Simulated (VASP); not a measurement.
# Al (R-3m) in VASP: notebook

Runs on Al. Level: LDA. Tasks: electric field gradients.

Everything below comes from runs of VASP 6.6.1. Logs are shortened: lines on timing, memory, paths and dates and some standing lists are left out, and cuts for length are marked.

## Step 1: The cell of the first run

The structure is trigonal, space group R-3m (No. 166). Conventional cell: a = 2.877 Å, b = 2.877 Å, c = 6.941 Å, α = 90.00°, β = 90.00°, γ = 120.00°. Within 3.8 Å of Al (site symmetry -3m) lie 12 Al at 2.85 to 2.88 Å.

## Step 2: Electric field gradients, LDA (equal xy, yz and zx shear strains of -1 %)

Contents of INCAR:

```
ALGO = Normal
EDIFF = 1E-8
ENCUT = 520
ISIF = 2
ISMEAR = -1
LASPH = True
LCHARG = False
LEFG = True
LREAL = False
LWAVE = False
NBANDS = 8
NELM = 80
PREC = Accurate
SIGMA = 0.03
```

Contents of KPOINTS:

```
k-points
0
Gamma
  17 17 17
```

Contents of POSCAR:

```
Al
1.0
   -0.0202398000      2.0138601000      2.0138601000
    2.0138601000     -0.0202398000      2.0138601000
    2.0138601000      2.0138601000     -0.0202398000
Al
1
Direct
    0.0000000000      0.0000000000      0.0000000000
```

Potentials or basis: VASP PAW LDA potentials, release 64 (Al).

Started as:

```sh
$ cat potpaw_LDA.64/Al/POTCAR > POTCAR
$ mpirun -np 1 vasp_std > vasp.out
```

OUTCAR:

```text
EDIFF = 1E-8
   ENCUT = 520
   ISIF = 2
   ISMEAR = -1
   LASPH = True
   LREAL = False
   NELM = 80
   PREC = Accurate

 ion  position               nearest neighbor table
   1  0.000  0.000  0.000-

  LATTYP: Found a trigonal (rhomboedric) cell.
 ALAT       =     2.8481001833
 COS(alpha) =     0.4899250057

  Lattice vectors:

 A1 = (  -0.0202398000,   2.0138601000,   2.0138601000)
 A2 = (   2.0138601000,  -0.0202398000,   2.0138601000)
 A3 = (   2.0138601000,   2.0138601000,  -0.0202398000)

Analysis of symmetry for initial positions (statically):
=====================================================================
 Subroutine PRICEL returns:
 Original cell was already a primitive cell.

 Routine SETGRP: Setting up the symmetry group for a
 trigonal (rhombohedral) supercell.

 Subroutine GETGRP returns: Found 12 space group operations
 (whereof 12 operations were pure point group operations)
 out of a pool of 12 trial point group operations.

The static configuration has the point symmetry D_3d.

Analysis of symmetry for dynamics (positions and initial velocities):
=====================================================================
 Subroutine PRICEL returns:
 Original cell was already a primitive cell.

 Routine SETGRP: Setting up the symmetry group for a
 trigonal (rhombohedral) supercell.

 Subroutine GETGRP returns: Found 12 space group operations
 (whereof 12 operations were pure point group operations)
 out of a pool of 12 trial point group operations.

The dynamic configuration has the point symmetry D_3d.

 Subroutine INISYM returns: Found 12 space group operations
 (whereof 12 operations are pure point group operations),
 and found     1 'primitive' translations

----------------------------------------------------------------------------------------

                                     Primitive cell

  volume of cell :      16.5812

  direct lattice vectors                    reciprocal lattice vectors
    -0.020239800  2.013860100  2.013860100    -0.244567510  0.247050429  0.247050429
     2.013860100 -0.020239800  2.013860100     0.247050429 -0.244567510  0.247050429
     2.013860100  2.013860100 -0.020239800     0.247050429  0.247050429 -0.244567510

  length of vectors
     2.848100183  2.848100183  2.848100183     0.426475199  0.426475199  0.426475199

  position of ions in fractional coordinates (direct lattice)
     0.000000000  0.000000000  0.000000000

  ion indices of the primitive-cell ions
   primitive index   ion index
                 1           1

----------------------------------------------------------------------------------------

 KPOINTS: k-points

Automatic generation of k-mesh.
 Grid dimensions read from file:
 generate k-points for:   17   17   17

 Generating k-lattice:

  Cartesian coordinates                     Fractional coordinates (reciprocal lattice)
    -0.014386324  0.014532378  0.014532378     0.058823529  0.000000000 -0.000000000
     0.014532378 -0.014386324  0.014532378     0.000000000  0.058823529 -0.000000000
     0.014532378  0.014532378 -0.014386324     0.000000000  0.000000000  0.058823529

  Length of vectors
     0.025086776  0.025086776  0.025086776

  Shift w.r.t. Gamma in fractional coordinates (k-lattice)
     0.000000000  0.000000000  0.000000000

 Subroutine IBZKPT returns following result:
 ===========================================

 Found    489 irreducible k-points:

 Following reciprocal coordinates:
            Coordinates               Weight
  0.000000  0.000000  0.000000      1.000000
  0.058824  0.000000 -0.000000      6.000000
  0.117647 -0.000000 -0.000000      6.000000
  0.176471 -0.000000 -0.000000      6.000000
  0.235294 -0.000000 -0.000000      6.000000
  0.294118  0.000000  0.000000      6.000000
[... 16 lines left out ...]
 -0.176471  0.058824 -0.000000     12.000000
 -0.117647  0.058824  0.000000     12.000000
 [... further k-points ...]
   k-points           NKPTS =    489   k-points in BZ     NKDIM =    489   number of bands    NBANDS=      8
   number of dos      NEDOS =    301   number of ions     NIONS =      1
   total plane-waves  NPLWV =  13824
   dimension x,y,z NGX =    24 NGY =   24 NGZ =   24
   dimension x,y,z NGXF=    48 NGYF=   48 NGZF=   48
   ions per type =               1
   NGX,Y,Z   is equivalent  to a cutoff of  14.01, 14.01, 14.01 a.u.
   NGXF,Y,Z  is equivalent  to a cutoff of  28.02, 28.02, 28.02 a.u.
 SYSTEM =  unknown system
   PREC   = accura    normal or accurate (medium, high low for compatibility)
   ISTART =      0    job   : 0-new  1-cont  2-samecut
   ICHARG =      2    charge: 1-file 2-atom 10-const
   ISPIN  =      1    spin polarized calculation?
   LNONCOLLINEAR =      F non collinear calculations
   LSORBIT =      F    spin-orbit coupling
   LASPH  =      T    aspherical Exc in radial PAW
   ENCUT  =  520.0 eV  38.22 Ry    6.18 a.u.   5.30  5.30  5.30*2*pi/ulx,y,z
   NELM   =     80;   NELMIN=  2; NELMDL= -5     # of ELM steps
   EDIFF  = 0.1E-07   stopping-criterion for ELM
   LREAL  =      F    real-space projection
   EDIFFG = 0.1E-06   stopping-criterion for IOM
   NSW    =      0    number of steps for IOM
   IBRION =     -1    ionic relax: 0-MD 1-quasi-New 2-CG
   NFREE  =      0    steps in history (QN), initial steepest desc. (CG)
   ISIF   =      2    stress and relaxation
   ISYM   =      2    0-nonsym 1-usesym 2-fastsym
   POTIM  = 0.5000    time-step for ionic-motion
   TEBEG  =    0.0;   TEEND  =   0.0 temperature during run
   PSTRESS=    0.0 pullay stress
   NELECT =       3.0000    total number of electrons
   NUPDOWN=      -1.0000    fix difference up-down
   EMIN   =  10.00;   EMAX   =-10.00  energy-range for DOS
   EFERMI =   0.00;   METHOD = LEGACY
   ISMEAR =    -1;   SIGMA  =   0.03  broadening in eV -4-tet -1-fermi 0-gaus
   EFERMI_NEDOS =   21; number of points for ismear=-14 and -15
   IALGO  =     38    algorithm
   IMIX   =      4    mixing-type and parameters
     AMIX     =   0.40;   BMIX     =  1.00
     AMIX_MAG =   1.60;   BMIX_MAG =  1.00
  volume/ion in A,a.u.               =      16.58       111.90
  Fermi-wavevector in a.u.,A,eV,Ry     =   0.925927  1.749748 11.664822  0.857340
  Thomas-Fermi vector in A             =   2.051834
   LORBIT       =      0    0 simple, 1 ext, 2 COOP (PROOUT), +10 PAW based schemes
   GGA     = CA    functional components
   LHFCALC =     F    Hartree Fock is set to
   AEXX    =    0.0000 exact exchange contribution
   IVDW    =     0    specifies the selected vdW correction
   LEPSILON=     F    determine dielectric tensor
   LRPA    =     F    only Hartree local field effects (RPA)
 non-spin polarized calculation
  energy-cutoff  :      520.00
  volume of cell :       16.58
 maximum number of plane-waves:       461
 NGX is ok and might be reduce to    24
   NGX = 11   NGY = 11   NGZ = 11

 number of electron       3.0000000 magnetization

 Free energy of the ion-electron system (eV)
  ---------------------------------------------------
  ext. energy  EPLUGINS =         0.00000000
  ---------------------------------------------------
  free energy    TOTEN  =        -4.18498039 eV

  energy without entropy =       -4.18355866  energy(sigma->0) =       -4.18426953

 E-fermi :   7.7304     XC(G=0): -10.3254

 val. band max:        7.7156099855   @ k =   0.4118   0.1176   0.0588
 cond. band min:       7.7352642035   @ k =  -0.0588   0.3529   0.0588
 fundamental gap:      0.0196542180
 Fermi energy:         7.7304322094

 k-point     1 :       0.0000    0.0000    0.0000
  band No.  band energies     occupation
      1      -3.3261      2.00000
      2      20.1287      0.00000
      3      20.1287      0.00000
      4      20.5947      0.00000
      5      21.3999      0.00000
      6      21.3999      0.00000
      7      21.8654      0.00000
      8      24.3621      0.00000

 k-point     2 :       0.0588    0.0000   -0.0000
  band No.  band energies     occupation
      1      -3.2332      2.00000
      2      18.4961      0.00000
      3      19.7664      0.00000
      4      20.1617      0.00000
      5      21.9020      0.00000
      6      22.1168      0.00000
      7      22.4527      0.00000
      8      25.2096      0.00000
[... 221 lines left out ...]
 k-point    23 :      -0.1765    0.0588   -0.0000
  band No.  band energies     occupation
      1      -2.2177      2.00000
      2      13.1431      0.00000
      3      16.9640      0.00000
      4      20.1416      0.00000
      5      22.2528      0.00000
      6      22.8557      0.00000
      7      23.7171      0.00000
      8      24.2416      0.00000

 k-point    24 :      -0.1176    0.0588    0.0000
  band No.  band energies     occupation
      1      -2.7404      2.00000
      2      15.4093      0.00000
      3      17.4125      0.00000
      4      20.5012      0.00000
      5      22.3389      0.00000
      6      23.0143      0.00000
      7      24.0042      0.00000
      8      24.1465      0.00000

 [... further k-points ...]
[... 5 lines left out ...]
  --------------------------------------------------------------------------------------
  -------------------------------------------------------------------------------------
  Total       -0.3711381     -0.3711381     -0.3711381      0.0300257      0.0300257      0.0300257
  in kB      -35.8616454    -35.8616454    -35.8616454      2.9012721      2.9012721      2.9012721
  external PRESSURE =     -35.8616454 kB  Pullay stress =       0.0000000 kB

 VOLUME and BASIS-vectors are now :
 -----------------------------------------------------------------------------
  energy-cutoff  :      520.00
  volume of cell :       16.58
      direct lattice vectors                 reciprocal lattice vectors
    -0.020239800  2.013860100  2.013860100    -0.244567510  0.247050429  0.247050429
     2.013860100 -0.020239800  2.013860100     0.247050429 -0.244567510  0.247050429
     2.013860100  2.013860100 -0.020239800     0.247050429  0.247050429 -0.244567510

 POSITION                                       TOTAL-FORCE (eV/Angst)
 -----------------------------------------------------------------------------------
      0.00000      0.00000      0.00000        -0.000000      0.000000     -0.000000
 -----------------------------------------------------------------------------------
    total drift:                                0.000000      0.000000      0.000000

  FREE ENERGIE OF THE ION-ELECTRON SYSTEM (eV)
  ---------------------------------------------------
  free  energy   TOTEN  =        -4.1849803940 eV

  energy  without entropy=       -4.1835586566  energy(sigma->0) =       -4.18426953

 Electric field gradients (V/A^2)
---------------------------------------------------------------------
 ion       V_xx      V_yy      V_zz      V_xy      V_xz      V_yz
---------------------------------------------------------------------
   1      -0.000    -0.000    -0.000    -0.876    -0.876    -0.876
---------------------------------------------------------------------

 Electric field gradients after diagonalization (V/A^2)
 (convention: |V_zz| > |V_xx| > |V_yy|)
----------------------------------------------------------------------
 ion       V_xx      V_yy      V_zz     asymmetry (V_yy - V_xx)/ V_zz
----------------------------------------------------------------------
   1       0.876     0.876    -1.751       0.000
----------------------------------------------------------------------

           NMR quadrupolar parameters

 Cq : quadrupolar parameter    Cq=e*Q*V_zz/h
 eta: asymmetry parameters     (V_yy - V_xx)/ V_zz
 Q  : nuclear electric quadrupole moment in mb (millibarn)
----------------------------------------------------------------------
 ion       Cq(MHz)       eta       Q (mb)
----------------------------------------------------------------------
   1      -0.004       0.000       1.000
----------------------------------------------------------------------
```

Wall time 33 s (1 thread of Intel Xeon Platinum 8488C (Sapphire Rapids), shared host); peak memory 0.16 GiB.

Results:

- Free energy: -4.1850 eV
- Pressure: -3.6 GPa

Electric field gradients, principal values (V/Å²):
```csv
atom,least,middle,greatest (by size)
1 Al,0.876,0.876,-1.751
```

Caveat: the cell differs from its parent crystal (equal xy, yz and zx shear strains of -1 %); without QUAD_EFG the Cq values of the log hold for a quadrupole moment of 1 mb, not for the nuclei.

## Step 3: Electric field gradients, LDA (equal xy, yz and zx shear strains of -1 %)

Contents of INCAR:

```
SYSTEM = Al
  PREC = Accurate
  ENCUT = 520
  EDIFF = 1E-8
  ISMEAR = -1
  SIGMA = 0.03
  LREAL = .False.
  LASPH = .True.
  NELM = 80
  ALGO = Normal
  ISIF = 2
  LWAVE = .False.
  LCHARG = .False.
  LEFG = .True.
  NBANDS = 8
```

Contents of KPOINTS:

```
regular mesh
0
Gamma
  17 17 17
  0 0 0
```

POSCAR is that of step 2.

Potentials or basis: VASP PAW LDA potentials, release 64 (Al).

Started as:

```sh
$ cat potpaw_LDA.64/Al/POTCAR > POTCAR
$ mpirun -np 1 vasp_std > vasp.out
```

OUTCAR:

```text
SYSTEM = Al
   PREC = Accurate
   ENCUT = 520
   EDIFF = 1E-8
   ISMEAR = -1
   LREAL = .False.
   LASPH = .True.
   NELM = 80
   ISIF = 2

 ion  position               nearest neighbor table
   1  0.000  0.000  0.000-

  LATTYP: Found a trigonal (rhomboedric) cell.
 ALAT       =     2.8481001833
 COS(alpha) =     0.4899250057

  Lattice vectors:

 A1 = (  -0.0202398000,   2.0138601000,   2.0138601000)
 A2 = (   2.0138601000,  -0.0202398000,   2.0138601000)
 A3 = (   2.0138601000,   2.0138601000,  -0.0202398000)

Analysis of symmetry for initial positions (statically):
=====================================================================
 Subroutine PRICEL returns:
 Original cell was already a primitive cell.

 Routine SETGRP: Setting up the symmetry group for a
 trigonal (rhombohedral) supercell.

 Subroutine GETGRP returns: Found 12 space group operations
 (whereof 12 operations were pure point group operations)
 out of a pool of 12 trial point group operations.

The static configuration has the point symmetry D_3d.

Analysis of symmetry for dynamics (positions and initial velocities):
=====================================================================
 Subroutine PRICEL returns:
 Original cell was already a primitive cell.

 Routine SETGRP: Setting up the symmetry group for a
 trigonal (rhombohedral) supercell.

 Subroutine GETGRP returns: Found 12 space group operations
 (whereof 12 operations were pure point group operations)
 out of a pool of 12 trial point group operations.

The dynamic configuration has the point symmetry D_3d.

 Subroutine INISYM returns: Found 12 space group operations
 (whereof 12 operations are pure point group operations),
 and found     1 'primitive' translations
[... 145 lines left out ...]
 fundamental gap:      0.0196542180
 Fermi energy:         7.7304322094

 k-point     1 :       0.0000    0.0000    0.0000
  band No.  band energies     occupation
      1      -3.3261      2.00000
      2      20.1287      0.00000
      3      20.1287      0.00000
      4      20.5947      0.00000
      5      21.3999      0.00000
      6      21.3999      0.00000
      7      21.8654      0.00000
      8      24.3621      0.00000
[... 243 lines left out ...]
 k-point    24 :      -0.1176    0.0588    0.0000
  band No.  band energies     occupation
      1      -2.7404      2.00000
      2      15.4093      0.00000
      3      17.4125      0.00000
      4      20.5012      0.00000
      5      22.3389      0.00000
      6      23.0143      0.00000
      7      24.0042      0.00000
      8      24.1465      0.00000

 [... further k-points ...]
[... 5 lines left out ...]
  --------------------------------------------------------------------------------------
  -------------------------------------------------------------------------------------
  Total       -0.3711381     -0.3711381     -0.3711381      0.0300257      0.0300257      0.0300257
  in kB      -35.8616454    -35.8616454    -35.8616454      2.9012721      2.9012721      2.9012721
  external PRESSURE =     -35.8616454 kB  Pullay stress =       0.0000000 kB

 VOLUME and BASIS-vectors are now :
 -----------------------------------------------------------------------------
  energy-cutoff  :      520.00
  volume of cell :       16.58
      direct lattice vectors                 reciprocal lattice vectors
    -0.020239800  2.013860100  2.013860100    -0.244567510  0.247050429  0.247050429
     2.013860100 -0.020239800  2.013860100     0.247050429 -0.244567510  0.247050429
     2.013860100  2.013860100 -0.020239800     0.247050429  0.247050429 -0.244567510

 POSITION                                       TOTAL-FORCE (eV/Angst)
 -----------------------------------------------------------------------------------
      0.00000      0.00000      0.00000        -0.000000      0.000000     -0.000000
 -----------------------------------------------------------------------------------
    total drift:                                0.000000      0.000000      0.000000

  FREE ENERGIE OF THE ION-ELECTRON SYSTEM (eV)
  ---------------------------------------------------
  free  energy   TOTEN  =        -4.1849803940 eV

  energy  without entropy=       -4.1835586566  energy(sigma->0) =       -4.18426953

 Electric field gradients (V/A^2)
---------------------------------------------------------------------
 ion       V_xx      V_yy      V_zz      V_xy      V_xz      V_yz
---------------------------------------------------------------------
   1      -0.000    -0.000    -0.000    -0.876    -0.876    -0.876
---------------------------------------------------------------------

 Electric field gradients after diagonalization (V/A^2)
 (convention: |V_zz| > |V_xx| > |V_yy|)
----------------------------------------------------------------------
 ion       V_xx      V_yy      V_zz     asymmetry (V_yy - V_xx)/ V_zz
----------------------------------------------------------------------
   1       0.876     0.876    -1.751       0.000
----------------------------------------------------------------------

           NMR quadrupolar parameters

 Cq : quadrupolar parameter    Cq=e*Q*V_zz/h
 eta: asymmetry parameters     (V_yy - V_xx)/ V_zz
 Q  : nuclear electric quadrupole moment in mb (millibarn)
----------------------------------------------------------------------
 ion       Cq(MHz)       eta       Q (mb)
----------------------------------------------------------------------
   1      -0.004       0.000       1.000
----------------------------------------------------------------------
```

Run time: 36 s. Hardware: 1 thread of Intel Xeon Platinum 8488C (Sapphire Rapids), shared host; peak memory 0.16 GiB.

Results:

| Property | Result |
| --- | --- |
| Free energy | -4.1850 eV |
| Pressure | -3.6 GPa |

Stress tensor (GPa, compression positive):
```
-3.59  0.29  0.29
 0.29 -3.59  0.29
 0.29  0.29 -3.59
```

Electric field gradients, principal values (V/Å²):
| atom | least | middle | greatest (by size) |
| --- | --- | --- | --- |
| 1 Al | 0.876 | 0.876 | -1.751 |

Caveat: the cell differs from its parent crystal (equal xy, yz and zx shear strains of -1 %); without QUAD_EFG the Cq values of the log hold for a quadrupole moment of 1 mb, not for the nuclei.

(Part 1 of 3 ends here.)
